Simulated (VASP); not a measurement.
# CaO (Fm-3m) in VASP: a series of runs, part 2 of 3

VASP 6.6.1. The steps go on from the part before.

## Step 3: Single point, BLYP (volume scaled by 1.04)

Contents of INCAR:

```
SYSTEM = CaO
AGGAC    = 1.0          
AGGAX    = 1.0          
ALDAC    = 0.0          
ALDAX    = 1.0          
ALGO     = Normal         ! electronic algorithm
EDIFF    = 1E-6           ! SCF threshold, eV
ENCUT    = 520            ! plane-wave cutoff, eV
GGA      = B5             ! functional
ISIF     = 2              ! what is computed and relaxed
ISMEAR   = 0              ! smearing method
LASPH    = .True.         ! aspherical terms in the spheres
LCHARG   = .False.        ! write CHGCAR
LREAL    = .False.        ! projectors in reciprocal space
LWAVE    = .False.        ! write WAVECAR
NBANDS   = 15             ! bands
NELM     = 60             ! most SCF steps
PREC     = Accurate       ! precision mode
SIGMA    = 0.05           ! smearing width, eV
```

Contents of KPOINTS:

```
k-points
0
Gamma
  8 8 8
  0 0 0
```

Contents of POSCAR:

```
CaO
1.0
    0.0000000000      2.4670987082      2.4670987082
    2.4670987082      0.0000000000      2.4670987082
    2.4670987082      2.4670987082      0.0000000000
Ca O
1 1
Direct
    0.5000000000      0.5000000000      0.5000000000
    0.0000000000      0.0000000000      0.0000000000
```

Potentials or basis: VASP PAW PBE potentials, release 64 (Ca_sv, O).

Launch:

```sh
cat potpaw_PBE.64/Ca_sv/POTCAR potpaw_PBE.64/O/POTCAR > POTCAR
mpirun -np 1 vasp_std > vasp.out
```

It took 28 s on 1 thread of Intel Xeon Platinum 8259CL at 2.50GHz (Skylake/Cascade Lake), shared host; peak memory 0.16 GiB.

Results (log left out):

```
Free energy            : -12.2946 eV
Pressure               : -3.2 GPa
Band gap on the k mesh : 3.73 eV, indirect (least direct gap 4.11 eV)
```

Levels at points of the mesh, in eV from the valence-band top:
| k point | band 6 | band 7 | band 8 | band 9 | band 10 | band 11 |
| --- | --- | --- | --- | --- | --- | --- |
| (0.00, 0.00, 0.00) | 0.00 | 0.00 | 0.00 | 4.37 | 5.96 | 5.96 |
| (0.50, 0.00, 0.00) | -2.39 | -1.06 | -1.06 | 6.69 | 7.81 | 7.81 |
| (0.50, 0.50, 0.00) | -1.27 | -0.38 | -0.38 | 3.73 | 7.42 | 8.31 |

Caveat: the cell differs from its parent crystal (volume scaled by 1.04); the PAW data sets were made with another functional, which shifts forces and pressure a little. A k mesh can miss the band edges.

## Step 4: Single point, PBE+D3(BJ)

This run uses another cell than the first one, of 14.69 Å³/atom, 0.997 times its volume.

Contents of INCAR:

```
PREC = Accurate
ENCUT = 520
EDIFF = 1E-7
ISMEAR = 0
SIGMA = 0.05
LREAL = False
LASPH = True
NELM = 60
ALGO = Normal
ISIF = 2
LWAVE = False
LCHARG = True
GGA = PE
IVDW = 12
LELF = True
LVHAR = True
NBANDS = 15
```

Contents of KPOINTS:

```
Automatic mesh
0
Gamma
  8 8 8
```

Contents of POSCAR:

```
CaO
1.0
    0.0000000000      2.4489986189      2.4489986189
    2.4489986189      0.0000000000      2.4489986189
    2.4489986189      2.4489986189      0.0000000000
Ca O
1 1
Direct
    0.5000000000      0.5000000000      0.5000000000
    0.0000000000      0.0000000000      0.0000000000
```

Potentials or basis: VASP PAW PBE potentials, release 64 (Ca_sv, O).

Launch:

```sh
cat potpaw_PBE.64/Ca_sv/POTCAR potpaw_PBE.64/O/POTCAR > POTCAR
mpirun -np 1 vasp_std > vasp.out
```

OUTCAR:

```text
PREC = Accurate
   ENCUT = 520
   EDIFF = 1E-7
   ISMEAR = 0
   LREAL = False
   LASPH = True
   NELM = 60
   ISIF = 2
   GGA = PE
   IVDW = 12
 IVDW          = 12

 ion  position               nearest neighbor table
   1  0.500  0.500  0.500-   2 2.45   2 2.45   2 2.45   2 2.45   2 2.45   2 2.45
   2  0.000  0.000  0.000-   1 2.45   1 2.45   1 2.45   1 2.45   1 2.45   1 2.45

  LATTYP: Found a face centered cubic cell.
 ALAT       =     4.8979972378

  Lattice vectors:

 A1 = (   0.0000000000,   2.4489986189,   2.4489986189)
 A2 = (   2.4489986189,   0.0000000000,   2.4489986189)
 A3 = (   2.4489986189,   2.4489986189,   0.0000000000)

Analysis of symmetry for initial positions (statically):
=====================================================================
 Subroutine PRICEL returns:
 Original cell was already a primitive cell.

 Routine SETGRP: Setting up the symmetry group for a
 face centered cubic supercell.

 Subroutine GETGRP returns: Found 48 space group operations
 (whereof 48 operations were pure point group operations)
 out of a pool of 48 trial point group operations.

The static configuration has the point symmetry O_h .

Analysis of symmetry for dynamics (positions and initial velocities):
=====================================================================
 Subroutine PRICEL returns:
 Original cell was already a primitive cell.

 Routine SETGRP: Setting up the symmetry group for a
 face centered cubic supercell.

 Subroutine GETGRP returns: Found 48 space group operations
 (whereof 48 operations were pure point group operations)
 out of a pool of 48 trial point group operations.

The dynamic configuration has the point symmetry O_h .

 Subroutine INISYM returns: Found 48 space group operations
 (whereof 48 operations are pure point group operations),
 and found     1 'primitive' translations

----------------------------------------------------------------------------------------

                                     Primitive cell

  volume of cell :      29.3762

  direct lattice vectors                    reciprocal lattice vectors
     0.000000000  2.448998619  2.448998619    -0.204165080  0.204165080  0.204165080
     2.448998619  0.000000000  2.448998619     0.204165080 -0.204165080  0.204165080
     2.448998619  2.448998619  0.000000000     0.204165080  0.204165080 -0.204165080

  length of vectors
     3.463407061  3.463407061  3.463407061     0.353624292  0.353624292  0.353624292

  position of ions in fractional coordinates (direct lattice)
     0.500000000  0.500000000  0.500000000
     0.000000000  0.000000000  0.000000000

  ion indices of the primitive-cell ions
   primitive index   ion index
                 1           1
                 2           2

----------------------------------------------------------------------------------------

 KPOINTS: Automatic mesh

Automatic generation of k-mesh.
 Grid dimensions read from file:
 generate k-points for:    8    8    8

 Generating k-lattice:

  Cartesian coordinates                     Fractional coordinates (reciprocal lattice)
    -0.025520635  0.025520635  0.025520635     0.125000000  0.000000000  0.000000000
     0.025520635 -0.025520635  0.025520635     0.000000000  0.125000000  0.000000000
     0.025520635  0.025520635 -0.025520635     0.000000000  0.000000000  0.125000000

  Length of vectors
     0.044203037  0.044203037  0.044203037

[... 38 lines left out ...]
   dimension x,y,z NGX =    28 NGY =   28 NGZ =   28
   dimension x,y,z NGXF=    56 NGYF=   56 NGZF=   56
   ions per type =               1   1
   NGX,Y,Z   is equivalent  to a cutoff of  13.44, 13.44, 13.44 a.u.
   NGXF,Y,Z  is equivalent  to a cutoff of  26.88, 26.88, 26.88 a.u.
 SYSTEM =  unknown system
   PREC   = accura    normal or accurate (medium, high low for compatibility)
   ISTART =      0    job   : 0-new  1-cont  2-samecut
   ICHARG =      2    charge: 1-file 2-atom 10-const
   ISPIN  =      1    spin polarized calculation?
   LNONCOLLINEAR =      F non collinear calculations
   LSORBIT =      F    spin-orbit coupling
   LASPH  =      T    aspherical Exc in radial PAW
   ENCUT  =  520.0 eV  38.22 Ry    6.18 a.u.   6.44  6.44  6.44*2*pi/ulx,y,z
   NELM   =     60;   NELMIN=  2; NELMDL= -5     # of ELM steps
   EDIFF  = 0.1E-06   stopping-criterion for ELM
   LREAL  =      F    real-space projection
   EDIFFG = 0.1E-05   stopping-criterion for IOM
   NSW    =      0    number of steps for IOM
   IBRION =     -1    ionic relax: 0-MD 1-quasi-New 2-CG
   NFREE  =      0    steps in history (QN), initial steepest desc. (CG)
   ISIF   =      2    stress and relaxation
   ISYM   =      2    0-nonsym 1-usesym 2-fastsym
   POTIM  = 0.5000    time-step for ionic-motion
   TEBEG  =    0.0;   TEEND  =   0.0 temperature during run
   PSTRESS=    0.0 pullay stress
   NELECT =      16.0000    total number of electrons
   NUPDOWN=      -1.0000    fix difference up-down
   EMIN   =  10.00;   EMAX   =-10.00  energy-range for DOS
   EFERMI =   0.00;   METHOD = LEGACY
   ISMEAR =     0;   SIGMA  =   0.05  broadening in eV -4-tet -1-fermi 0-gaus
   EFERMI_NEDOS =   21; number of points for ismear=-14 and -15
   IALGO  =     38    algorithm
   IMIX   =      4    mixing-type and parameters
     AMIX     =   0.40;   BMIX     =  1.00
     AMIX_MAG =   1.60;   BMIX_MAG =  1.00
  volume/ion in A,a.u.               =      14.69        99.12
  Fermi-wavevector in a.u.,A,eV,Ry     =   1.336953  2.526476 24.319659  1.787445
  Thomas-Fermi vector in A             =   2.465540
   LORBIT       =      0    0 simple, 1 ext, 2 COOP (PROOUT), +10 PAW based schemes
   GGA     = PE    functional components
   LHFCALC =     F    Hartree Fock is set to
   AEXX    =    0.0000 exact exchange contribution
   IVDW    =    12    specifies the selected vdW correction
   LEPSILON=     F    determine dielectric tensor
   LRPA    =     F    only Hartree local field effects (RPA)
 non-spin polarized calculation
 Gauss-broadening in eV      SIGMA  =   0.05
  energy-cutoff  :      520.00
  volume of cell :       29.38
 maximum number of plane-waves:       817
 NGX is ok and might be reduce to    28
   NGX = 13   NGY = 13   NGZ = 13

 number of electron      16.0000005 magnetization

 Free energy of the ion-electron system (eV)
  ---------------------------------------------------
  ext. energy  EPLUGINS =         0.00000000
  ---------------------------------------------------
  free energy    TOTEN  =       -12.79492012 eV

  energy without entropy =      -12.79492012  energy(sigma->0) =      -12.79492012

 E-fermi :   2.3364     XC(G=0): -10.2030

 val. band max:        2.0382683693   @ k =   0.0000   0.0000   0.0000
 cond. band min:       5.6825979884   @ k =   0.5000   0.5000   0.0000
 fundamental gap:      3.6443296191
 Fermi energy:         2.3364379005

 k-point     1 :       0.0000    0.0000    0.0000
  band No.  band energies     occupation
      1     -35.8357      2.00000
      2     -16.6361      2.00000
      3     -16.6361      2.00000
      4     -16.6361      2.00000
      5     -13.3853      2.00000
      6       2.0383      2.00000
      7       2.0383      2.00000
      8       2.0383      2.00000
      9       6.3073      0.00000
     10       8.1201      0.00000
     11       8.1201      0.00000
     12       8.1201      0.00000
     13       9.5276      0.00000
     14       9.5276      0.00000
[... 401 lines left out ...]
      2     -17.3386      2.00000
      3     -16.8331      2.00000
      4     -16.7402      2.00000
      5     -12.6271      2.00000
      6       0.0754      2.00000
      7       0.9653      2.00000
      8       1.0596      2.00000
      9       8.5629      0.00000
     10       8.6387      0.00000
     11      10.4640      0.00000
     12      10.5541      0.00000
     13      11.7990      0.00000
     14      13.4126      0.00000
     15      15.1367      0.00000

 [... further k-points ...]

------------------------ aborting loop because EDIFF is reached ----------------------------------------

 Edisp (eV)   -0.51366

 E8    (eV) :    -0.2305

  FORCE on cell =-STRESS in cart. coord.  units (eV):
  Direction    XX          YY          ZZ          XY          YZ          ZX
  --------------------------------------------------------------------------------------
  -------------------------------------------------------------------------------------
  Total      -1.17268    -1.17268    -1.17268     0.00000     0.00000    -0.00000
  in kB     -63.95793   -63.95793   -63.95793     0.00000     0.00000    -0.00000
  external pressure =      -63.96 kB  Pullay stress =        0.00 kB

 VOLUME and BASIS-vectors are now :
 -----------------------------------------------------------------------------
  energy-cutoff  :      520.00
  volume of cell :       29.38
      direct lattice vectors                 reciprocal lattice vectors
     0.000000000  2.448998619  2.448998619    -0.204165080  0.204165080  0.204165080
     2.448998619  0.000000000  2.448998619     0.204165080 -0.204165080  0.204165080
     2.448998619  2.448998619  0.000000000     0.204165080  0.204165080 -0.204165080

 POSITION                                       TOTAL-FORCE (eV/Angst)
 -----------------------------------------------------------------------------------
      2.44900      2.44900      2.44900         0.000000      0.000000      0.000000
      0.00000      0.00000      0.00000        -0.000000     -0.000000     -0.000000
 -----------------------------------------------------------------------------------
    total drift:                                0.000000      0.000000      0.000000

  FREE ENERGIE OF THE ION-ELECTRON SYSTEM (eV)
  ---------------------------------------------------
  free  energy   TOTEN  =       -13.3085799345 eV

  energy  without entropy=      -13.3085799345  energy(sigma->0) =      -13.30857993
```

stdout:

```text
POSCAR found type information on POSCAR CaO
 POSCAR found :  2 types and       2 ions
 scaLAPACK will be used
 LDA part: xc-table for (Slater+PW92), standard interpolation
 POSCAR, INCAR and KPOINTS ok, starting setup
 FFT: planning ... GRIDC
 FFT: planning ... GRID_SOFT
 FFT: planning ... GRID
 WAVECAR not read
 entering main loop
```

Wall time 16 s (1 thread of Intel Xeon Platinum 8259CL at 2.50GHz (Skylake/Cascade Lake), shared host); peak memory 0.17 GiB.

What came out:

- Free energy: -13.3086 eV
- Pressure: -6.4 GPa
- Band gap on the k mesh: 3.64 eV, indirect (least direct gap 4.03 eV)
- Dispersion energy per atom: -0.257 eV

A k mesh can miss the band edges.

(Part 2 of 3 ends here.)
